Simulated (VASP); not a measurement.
**HfN: single point with PBEsol+D3(BJ)**

The system is HfN.

```
Hf N
1.0
     0.00000    2.22111    2.22111
     2.22111    0.00000    2.22111
     2.22111    2.22111    0.00000
Hf N
1 1
Cartesian
  2.2211 2.2211 2.2211
  0.0000 0.0000 0.0000
```

This cell differs from its parent crystal: volume scaled by 0.98.

```json
{
  "Program": "VASP 6.6.1",
  "Task": "single point",
  "Functional": "PBEsol",
  "Dispersion": "D3(BJ)",
  "Potentials or basis": "VASP PAW PBE potentials, release 64 (Hf_pv, N)",
  "Cutoff": "520 eV",
  "k mesh": "10 × 10 × 10",
  "Occupations": "gaussian, width 0.05 eV",
  "Spin": "no spin polarisation",
  "Dipole correction": "no",
  "Further INCAR settings": "ALGO = Normal; EDIFF = 1e-06; NBANDS = 14"
}
```

```json
{"Pressure": "4.1 GPa", "Dispersion energy per atom": "-0.409 eV"}
```

Levels at points of the mesh, in eV from the Fermi level:
| k point | band 4 | band 5 | band 6 | band 7 | band 8 | band 9 | band 10 | band 11 | band 12 | band 13 |
| --- | --- | --- | --- | --- | --- | --- | --- | --- | --- | --- |
| (0.00, 0.00, 0.00) | -17.77 | -3.08 | -3.08 | -3.08 | -0.43 | -0.43 | -0.43 | 2.04 | 2.04 | 2.28 |
| (0.50, 0.00, 0.00) | -14.69 | -9.23 | -6.47 | -6.47 | 3.50 | 3.95 | 3.95 | 4.65 | 9.47 | 9.47 |
| (0.50, 0.50, 0.00) | -16.65 | -5.40 | -4.11 | -3.71 | -3.71 | 4.35 | 5.93 | 5.93 | 6.21 | 8.59 |

Wall time 11 s on 1 thread of Intel Xeon 6975P-C, on a shared host, peak memory 0.16 GiB.

Caveat: the PAW data sets were made with another functional, which shifts forces and pressure a little; spin-orbit coupling is left out, which moves the levels of the heavy elements; pairwise dispersion overbinds metals, which lowers pressure and volume.
